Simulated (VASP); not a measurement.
# SiC (Cm) in VASP: a series of runs

Runs on SiC. Level: r2SCAN. Tasks: single point.

Everything below comes from runs of VASP 6.6.1. Logs are shortened: lines on timing, memory, paths and dates and some standing lists are left out, and cuts for length are marked.

**1. The cell of the first run**

It takes space group Cm (No. 8, monoclinic). Conventional cell: a = 5.335 Å, b = 3.080 Å, c = 15.097 Å, α = 90.00°, β = 91.69°, γ = 90.00°. Within 2.5 Å of Si (site symmetry m) lie 4 C at 1.89 Å. Within 2.5 Å of Si (site symmetry m) lie 4 C at 1.89 Å. Si (site symmetry m) has 4 C at 1.89 Å within 2.5 Å. Within 2.5 Å of Si (site symmetry m) lie 4 C at 1.89 Å. Within 2.5 Å of Si (site symmetry m) lie 4 C at 1.89 Å. Si (site symmetry m) has 4 C at 1.89 to 1.94 Å within 2.5 Å. Within 2.5 Å of C (site symmetry m) lie 4 Si at 1.89 Å. Within 2.5 Å of C (site symmetry m) lie 4 Si at 1.89 Å.

**2. Single point, r2SCAN (the part above a cut slid along it)**

The input, POSCAR:

```
SiC
1.0
    2.1781449867     -2.1781449867      0.0000000000
    2.1781449867      0.0000000000     -2.1781449867
   12.7059909655      6.7158744376      6.7158744376
Si C
6 6
Direct
    0.6371701400     -0.3628298600      0.3958000000
    0.1232868067      0.1232868067      0.2291333333
    0.1510534733      0.1510534733      0.5624666667
    0.1788201400      0.1788201400      0.8958000000
   -0.3350631933     -0.3350631933      0.7291333333
    0.6094034733      0.6094034733      0.0624666667
    0.2656409733      0.2656409733      0.4374666667
   -0.2482423600     -0.2482423600      0.2708000000
   -0.2204756933     -0.2204756933      0.6041333333
   -0.1927090267     -0.1927090267      0.9374666667
   -0.7065923600     -0.7065923600      0.7708000000
    0.2378743067      0.2378743067      0.1041333333
```

The input, INCAR.step1:

```
  PREC = Accurate
  ENCUT = 520
  ISMEAR = 0
  SIGMA = 0.05
  LREAL = F
  LASPH = T
  NELM = 80
  NBANDS = 36
  GGA = PE
  ALGO = Normal
  EDIFF = 1E-4
  LWAVE = T
  LCHARG = F
```

The input, INCAR.step2:

```
  PREC = Accurate
  ENCUT = 520
  EDIFF = 1E-7
  ISMEAR = 0
  SIGMA = 0.05
  LREAL = F
  LASPH = T
  NELM = 80
  ALGO = Normal
  ISIF = 2
  LWAVE = F
  LCHARG = F
  METAGGA = R2SCAN
  LMIXTAU = T
  NBANDS = 36
  ISTART = 1
```

The input, KPOINTS:

```
regular mesh
0
Gamma
  10 10 2
```

Potentials or basis: VASP PAW PBE potentials, release 64 (Si, C).

The run is started by

```console
$ cat potpaw_PBE.64/Si/POTCAR potpaw_PBE.64/C/POTCAR > POTCAR
$ cp INCAR.step1 INCAR
$ mpirun -np 1 vasp_std > vasp.out
$ cp INCAR.step2 INCAR
$ mpirun -np 1 vasp_std > vasp.out
```

OUTCAR:

```text
PREC = Accurate
   ENCUT = 520
   EDIFF = 1E-7
   ISMEAR = 0
   LREAL = F
   LASPH = T
   NELM = 80
   ISIF = 2
   METAGGA = R2SCAN
   ISTART = 1

 ion  position               nearest neighbor table
   1  0.637  0.637  0.396-   8 1.89   7 1.89   7 1.89   7 1.89   3 3.08   3 3.08   2 3.08   2 3.08
                             3 3.08   2 3.08
   2  0.123  0.123  0.229-  12 1.89   8 1.89   8 1.89   8 1.89   6 3.08   6 3.08   6 3.08   1 3.08
                             1 3.08   1 3.08
   3  0.151  0.151  0.562-   9 1.89   9 1.89   9 1.89   7 1.89   5 3.08   5 3.08   5 3.08   1 3.08
                             1 3.08   1 3.08
   4  0.179  0.179  0.896-  11 1.89  10 1.89  10 1.89  10 1.89   6 2.98   6 2.98   5 3.08   5 3.08
                             5 3.08
   5  0.665  0.665  0.729-   9 1.89  11 1.89  11 1.89  11 1.89   3 3.08   3 3.08   3 3.08   4 3.08
                             4 3.08   4 3.08
   6  0.609  0.609  0.062-  12 1.89  12 1.89  12 1.89  10 1.94   4 2.98   4 2.98   2 3.08   2 3.08
                             2 3.08
   7  0.266  0.266  0.437-   3 1.89   1 1.89   1 1.89   1 1.89
   8  0.752  0.752  0.271-   1 1.89   2 1.89   2 1.89   2 1.89
   9  0.780  0.780  0.604-   3 1.89   3 1.89   3 1.89   5 1.89
  10  0.807  0.807  0.937-   4 1.89   4 1.89   4 1.89   6 1.94
  11  0.293  0.293  0.771-   4 1.89   5 1.89   5 1.89   5 1.89
  12  0.238  0.238  0.104-   6 1.89   6 1.89   6 1.89   2 1.89

  LATTYP: Found a base centered monoclinic cell.
 ALAT       =     5.3353438032
 B/A-ratio  =     0.5773502692
 C/A-ratio  =     2.8296534930
 COS(beta)  =    -0.0294382334

  Lattice vectors:

 A1 = (   2.1781449867,  -2.1781449867,   0.0000000000)
 A2 = (   2.1781449867,   0.0000000000,  -2.1781449867)
 A3 = (   8.3497009921,   8.8940194243,   8.8940194243)

Analysis of symmetry for initial positions (statically):
=====================================================================
 Subroutine PRICEL returns:
 Original cell was already a primitive cell.

 Routine SETGRP: Setting up the symmetry group for a
 base centered monoclinic supercell.

 Subroutine GETGRP returns: Found  2 space group operations
 (whereof  2 operations were pure point group operations)
 out of a pool of  4 trial point group operations.

The static configuration has the point symmetry C_1h.

Analysis of symmetry for dynamics (positions and initial velocities):
=====================================================================
 Subroutine PRICEL returns:
 Original cell was already a primitive cell.

 Routine SETGRP: Setting up the symmetry group for a
 base centered monoclinic supercell.

 Subroutine GETGRP returns: Found  2 space group operations
 (whereof  2 operations were pure point group operations)
 out of a pool of  4 trial point group operations.

The dynamic configuration has the point symmetry C_1h.

 Subroutine INISYM returns: Found  2 space group operations
 (whereof  2 operations are pure point group operations),
 and found     1 'primitive' translations

----------------------------------------------------------------------------------------

                                     Primitive cell

  volume of cell :     124.0057

  direct lattice vectors                    reciprocal lattice vectors
     2.178144987 -2.178144987  0.000000000     0.117963528 -0.341142733  0.117963528
     2.178144987  0.000000000 -2.178144987     0.117963528  0.117963528 -0.341142733
    12.705990965  6.715874438  6.715874438     0.038258855  0.038258855  0.038258855

  length of vectors
     3.080362181  3.080362181 15.863421615     0.379748801  0.379748801  0.066266281

  position of ions in fractional coordinates (direct lattice)
     0.637170140  0.637170140  0.395800000
     0.123286807  0.123286807  0.229133333
     0.151053473  0.151053473  0.562466667
     0.178820140  0.178820140  0.895800000
     0.664936807  0.664936807  0.729133333
     0.609403473  0.609403473  0.062466667
     0.265640973  0.265640973  0.437466667
     0.751757640  0.751757640  0.270800000
     0.779524307  0.779524307  0.604133333
     0.807290973  0.807290973  0.937466667
     0.293407640  0.293407640  0.770800000
     0.237874307  0.237874307  0.104133333

  ion indices of the primitive-cell ions
   primitive index   ion index
                 1           1
                 2           2
                 3           3
                 4           4
                 5           5
                 6           6
                 7           7
                 8           8
                 9           9
                10          10
                11          11
                12          12

----------------------------------------------------------------------------------------

 KPOINTS: regular mesh

Automatic generation of k-mesh.
 Grid dimensions read from file:
 generate k-points for:   10   10    2

 Generating k-lattice:

  Cartesian coordinates                     Fractional coordinates (reciprocal lattice)
     0.011796353 -0.034114273  0.011796353     0.100000000  0.000000000 -0.000000000
     0.011796353  0.011796353 -0.034114273     0.000000000  0.100000000 -0.000000000
     0.019129428  0.019129428  0.019129428     0.000000000  0.000000000  0.500000000

  Length of vectors
     0.037974880  0.037974880  0.033133140

  Shift w.r.t. Gamma in fractional coordinates (k-lattice)
     0.000000000  0.000000000  0.000000000

 Subroutine IBZKPT returns following result:
 ===========================================

 Found     62 irreducible k-points:

 Following reciprocal coordinates:
            Coordinates               Weight
  0.000000  0.000000  0.000000      1.000000
  0.100000  0.000000  0.000000      4.000000
  0.200000  0.000000  0.000000      4.000000
  0.300000  0.000000 -0.000000      4.000000
  0.400000  0.000000 -0.000000      4.000000
  0.500000  0.000000  0.000000      2.000000
[... 16 lines left out ...]
  0.300000  0.300000  0.000000      2.000000
  0.400000  0.300000  0.000000      4.000000
 [... further k-points ...]
   k-points           NKPTS =     62   k-points in BZ     NKDIM =     62   number of bands    NBANDS=     36
   number of dos      NEDOS =    301   number of ions     NIONS =     12
   total plane-waves  NPLWV =  69120
   dimension x,y,z NGX =    24 NGY =   24 NGZ =  120
   dimension x,y,z NGXF=    48 NGYF=   48 NGZF=  240
   ions per type =               6   6
   NGX,Y,Z   is equivalent  to a cutoff of  12.95, 12.95, 12.58 a.u.
   NGXF,Y,Z  is equivalent  to a cutoff of  25.91, 25.91, 25.15 a.u.
 SYSTEM =  unknown system
   PREC   = accura    normal or accurate (medium, high low for compatibility)
   ISTART =      1    job   : 0-new  1-cont  2-samecut
   ICHARG =      0    charge: 1-file 2-atom 10-const
   ISPIN  =      1    spin polarized calculation?
   LNONCOLLINEAR =      F non collinear calculations
   LSORBIT =      F    spin-orbit coupling
   LASPH  =      T    aspherical Exc in radial PAW
   ENCUT  =  520.0 eV  38.22 Ry    6.18 a.u.   5.73  5.73 29.50*2*pi/ulx,y,z
   NELM   =     80;   NELMIN=  2; NELMDL=  0     # of ELM steps
   EDIFF  = 0.1E-06   stopping-criterion for ELM
   LREAL  =      F    real-space projection
   EDIFFG = 0.1E-05   stopping-criterion for IOM
   NSW    =      0    number of steps for IOM
   IBRION =     -1    ionic relax: 0-MD 1-quasi-New 2-CG
   NFREE  =      0    steps in history (QN), initial steepest desc. (CG)
   ISIF   =      2    stress and relaxation
   ISYM   =      2    0-nonsym 1-usesym 2-fastsym
   POTIM  = 0.5000    time-step for ionic-motion
   TEBEG  =    0.0;   TEEND  =   0.0 temperature during run
   PSTRESS=    0.0 pullay stress
   NELECT =      48.0000    total number of electrons
   NUPDOWN=      -1.0000    fix difference up-down
   EMIN   =  10.00;   EMAX   =-10.00  energy-range for DOS
   EFERMI =   0.00;   METHOD = LEGACY
   ISMEAR =     0;   SIGMA  =   0.05  broadening in eV -4-tet -1-fermi 0-gaus
   EFERMI_NEDOS =   21; number of points for ismear=-14 and -15
   IALGO  =     38    algorithm
   IMIX   =      4    mixing-type and parameters
     AMIX     =   0.40;   BMIX     =  1.00
     AMIX_MAG =   1.60;   BMIX_MAG =  1.00
  volume/ion in A,a.u.               =      10.33        69.74
  Fermi-wavevector in a.u.,A,eV,Ry     =   1.193094  2.254621 19.367534  1.423474
  Thomas-Fermi vector in A             =   2.329117
   LORBIT       =      0    0 simple, 1 ext, 2 COOP (PROOUT), +10 PAW based schemes
   METAGGA = R2SCAN    functional components
   LHFCALC =     F    Hartree Fock is set to
   AEXX    =    0.0000 exact exchange contribution
   IVDW    =     0    specifies the selected vdW correction
   LEPSILON=     F    determine dielectric tensor
   LRPA    =     F    only Hartree local field effects (RPA)
 non-spin polarized calculation
 Gauss-broadening in eV      SIGMA  =   0.05
  energy-cutoff  :      520.00
  volume of cell :      124.01
 maximum number of plane-waves:      3358
   NGX = 11   NGY = 11   NGZ = 59

 number of electron      48.0000003 magnetization

 Free energy of the ion-electron system (eV)
  ---------------------------------------------------
  ext. energy  EPLUGINS =         0.00000000
  ---------------------------------------------------
  free energy    TOTEN  =      -115.65340352 eV

  energy without entropy =     -115.65340352  energy(sigma->0) =     -115.65340352

 E-fermi :   8.4100     XC(G=0): -11.9449

 val. band max:        8.1567786174   @ k =   0.0000   0.0000   0.0000
 cond. band min:       9.5428652181   @ k =   0.5000   0.5000   0.0000
 fundamental gap:      1.3860866007
 Fermi energy:         8.4099514123

 k-point     1 :       0.0000    0.0000    0.0000
  band No.  band energies     occupation
      1      -8.1888      2.00000
      2      -7.6377      2.00000
      3      -7.6170      2.00000
      4      -6.0678      2.00000
      5      -6.0439      2.00000
      6      -4.5572      2.00000
[... 28 lines left out ...]
     35      15.9368      0.00000
     36      16.0117      0.00000
[... 866 lines left out ...]
      6      -3.3069      2.00000
[... 28 lines left out ...]
     35      16.3491      0.00000
     36      16.7765      0.00000

 [... further k-points ...]

------------------------ aborting loop because EDIFF is reached ----------------------------------------

  FORCE on cell =-STRESS in cart. coord.  units (eV):
  Direction    XX          YY          ZZ          XY          YZ          ZX
  --------------------------------------------------------------------------------------
  -------------------------------------------------------------------------------------
  Total        1.8025520     -1.4584382     -1.4584382      1.2617100     -2.2262485      1.2617095
  in kB       23.2893189    -18.8433018    -18.8433018     16.3015357    -28.7635589     16.3015298
  external PRESSURE =      -4.7990949 kB  Pullay stress =       0.0000000 kB

 VOLUME and BASIS-vectors are now :
 -----------------------------------------------------------------------------
  energy-cutoff  :      520.00
  volume of cell :      124.01
      direct lattice vectors                 reciprocal lattice vectors
     2.178144987 -2.178144987  0.000000000     0.117963528 -0.341142733  0.117963528
     2.178144987  0.000000000 -2.178144987     0.117963528  0.117963528 -0.341142733
    12.705990965  6.715874438  6.715874438     0.038258855  0.038258855  0.038258855

 POSITION                                       TOTAL-FORCE (eV/Angst)
 -----------------------------------------------------------------------------------
      7.80473      1.27029      1.27029         0.027604      0.009229      0.009229
      3.44844      1.27029      1.27029         0.090334      0.000758      0.000758
      7.80473      3.44844      3.44844         0.018404      0.013211      0.013211
     12.16102      5.62658      5.62658        -0.005736     -0.062809     -0.062809
     12.16102      3.44844      3.44844         0.031588      0.006329      0.006329
      3.44844     -0.90785     -0.90785         0.877575     -0.693679     -0.693679
      6.71566      2.35937      2.35937        -0.016347     -0.014224     -0.014224
      6.71566      0.18122      0.18122         0.003910     -0.021421     -0.021421
     11.07195      2.35937      2.35937        -0.031333     -0.007764     -0.007764
     15.42824      4.53751      4.53751        -0.835687      0.657635      0.657635
     11.07195      4.53751      4.53751        -0.142711      0.038620      0.038620
      2.35937      0.18122      0.18122        -0.017602      0.074116      0.074116
 -----------------------------------------------------------------------------------
    total drift:                               -0.000963     -0.000701     -0.000701

  FREE ENERGIE OF THE ION-ELECTRON SYSTEM (eV)
  ---------------------------------------------------
  free  energy   TOTEN  =      -115.6534035205 eV

  energy  without entropy=     -115.6534035205  energy(sigma->0) =     -115.65340352
```

Run time: 18 min. Hardware: 1 thread of AMD EPYC 9755, shared host; peak memory 0.35 GiB.

Results:

```
Free energy            : -115.6534 eV
Pressure               : -0.5 GPa
Largest force          : 1.316 eV/Å
Band gap on the k mesh : 1.39 eV (least direct gap 2.37 eV)
```

Forces on the atoms (eV/Å):
```
Si   0.028  0.009  0.009
Si   0.090  0.001  0.001
Si   0.018  0.013  0.013
Si  -0.006 -0.063 -0.063
Si   0.032  0.006  0.006
Si   0.878 -0.694 -0.694
C   -0.016 -0.014 -0.014
C    0.004 -0.021 -0.021
C   -0.031 -0.008 -0.008
C   -0.836  0.658  0.658
C   -0.143  0.039  0.039
C   -0.018  0.074  0.074
```

Stress tensor (GPa, compression positive):
```
 2.33  1.63  1.63
 1.63 -1.88 -2.88
 1.63 -2.88 -1.88
```

Caveat: the cell differs from its parent crystal (the part above a cut slid along it); the PAW data sets were made with another functional, which shifts forces and pressure a little. A k mesh can miss the band edges.

**3. Single point, r2SCAN (the part above a cut slid along it)**

The input, POSCAR:

```
SiC
1.0
    2.1781449867     -2.1781449867      0.0000000000
    2.1781449867      0.0000000000     -2.1781449867
    9.8016524402      8.1680437002      8.1680437002
Si C
6 6
Direct
    0.9010500000     -0.0989500000      0.3958000000
    0.2760500000      0.2760500000      0.2291333333
    0.5260500000      0.5260500000      0.5624666667
    0.7760500000      0.7760500000      0.8958000000
    0.1510500000      0.1510500000      0.7291333333
    0.6510500000      0.6510500000      0.0624666667
    0.5573000000      0.5573000000      0.4374666667
   -0.0677000000     -0.0677000000      0.2708000000
    0.1823000000      0.1823000000      0.6041333333
    0.4323000000      0.4323000000      0.9374666667
   -0.1927000000     -0.1927000000      0.7708000000
    0.3073000000      0.3073000000      0.1041333333
```

The input, INCAR.step1:

```
ALGO     = Normal         # electronic algorithm
EDIFF    = 1E-4           # SCF threshold, eV
ENCUT    = 520            # plane-wave cutoff, eV
GGA      = PE             # functional
ISMEAR   = 0              # smearing method
LASPH    = T              # aspherical terms in the spheres
LCHARG   = F              # write CHGCAR
LREAL    = F              # projectors in reciprocal space
LWAVE    = T              # write WAVECAR
NBANDS   = 36             # bands
NELM     = 60             # most SCF steps
PREC     = Accurate       # precision mode
SIGMA    = 0.05           # smearing width, eV
```

The input, INCAR.step2:

```
ALGO     = Normal         # electronic algorithm
EDIFF    = 1E-6           # SCF threshold, eV
ENCUT    = 520            # plane-wave cutoff, eV
ISIF     = 2              # what is computed and relaxed
ISMEAR   = 0              # smearing method
ISTART   = 1            
LASPH    = T              # aspherical terms in the spheres
LCHARG   = F              # write CHGCAR
LMIXTAU  = T            
LREAL    = F              # projectors in reciprocal space
LWAVE    = F              # write WAVECAR
METAGGA  = R2SCAN         # meta-GGA
NBANDS   = 36             # bands
NELM     = 60             # most SCF steps
PREC     = Accurate       # precision mode
SIGMA    = 0.05           # smearing width, eV
```

The input, KPOINTS:

```
k-points
0
Gamma
  10 10 2
```

Potentials or basis: VASP PAW PBE potentials, release 64 (Si, C).

The run is started by

```console
$ cat potpaw_PBE.64/Si/POTCAR potpaw_PBE.64/C/POTCAR > POTCAR
$ cp INCAR.step1 INCAR
$ mpirun -np 1 vasp_std > vasp.out
$ cp INCAR.step2 INCAR
$ mpirun -np 1 vasp_std > vasp.out
```

Run time: 29 min. Hardware: 1 thread of Oxide Virtual Turin-like, shared host; peak memory 0.36 GiB.

Results (log left out):

- Free energy: -113.2663 eV
- Pressure: 0.0 GPa
- Largest force: 2.493 eV/Å
- Band gap on the k mesh: 0.51 eV (least direct gap 0.89 eV)

Forces in eV/Å, atoms in the order of the input:
```
Si   0.027  0.072  0.072
Si   0.055  0.405  0.405
Si   0.050  0.064  0.064
Si  -0.165 -0.246 -0.246
Si   0.035  0.083  0.083
Si  -1.361  0.687  0.687
C   -0.056 -0.060 -0.060
C   -0.060 -0.026 -0.026
C   -0.028 -0.083 -0.083
C    1.270 -1.517 -1.517
C    0.096 -0.260 -0.260
C    0.136  0.880  0.880
```

Stress tensor (GPa, compression positive):
```
-9.71  1.72  1.72
 1.72  4.87  7.34
 1.72  7.34  4.87
```

Levels at points of the mesh, in eV from the valence-band top:
| k point | band 20 | band 21 | band 22 | band 23 | band 24 | band 25 | band 26 | band 27 | band 28 | band 29 |
| --- | --- | --- | --- | --- | --- | --- | --- | --- | --- | --- |
| (0.00, 0.00, 0.00) | -0.72 | -0.65 | -0.53 | -0.45 | -0.09 | 4.12 | 5.55 | 5.82 | 6.07 | 6.29 |
| (0.50, 0.00, 0.00) | -2.96 | -2.60 | -2.06 | -1.76 | -0.38 | 0.51 | 2.02 | 2.47 | 3.51 | 4.22 |
| (0.50, 0.50, 0.00) | -2.44 | -2.31 | -2.03 | -1.61 | -1.24 | 1.03 | 1.67 | 2.57 | 3.36 | 4.51 |
| (0.00, 0.00, 0.50) | -0.88 | -0.75 | -0.61 | -0.42 | -0.41 | 4.15 | 5.56 | 5.78 | 6.14 | 6.30 |
| (0.50, 0.00, 0.50) | -2.55 | -2.33 | -2.08 | -1.68 | -0.53 | 0.77 | 1.59 | 2.67 | 3.48 | 4.48 |
| (0.50, 0.50, 0.50) | -2.90 | -2.44 | -1.95 | -1.74 | -1.35 | 1.10 | 1.81 | 2.45 | 3.50 | 4.30 |

Caveat: the cell differs from its parent crystal (the part above a cut slid along it); the stress differs along the axes, from -10 to 5 GPa; semilocal functionals underestimate gaps, and a narrow one can read as zero; the PAW data sets were made with another functional, which shifts forces and pressure a little.

(Continued in part 2 of 2.)
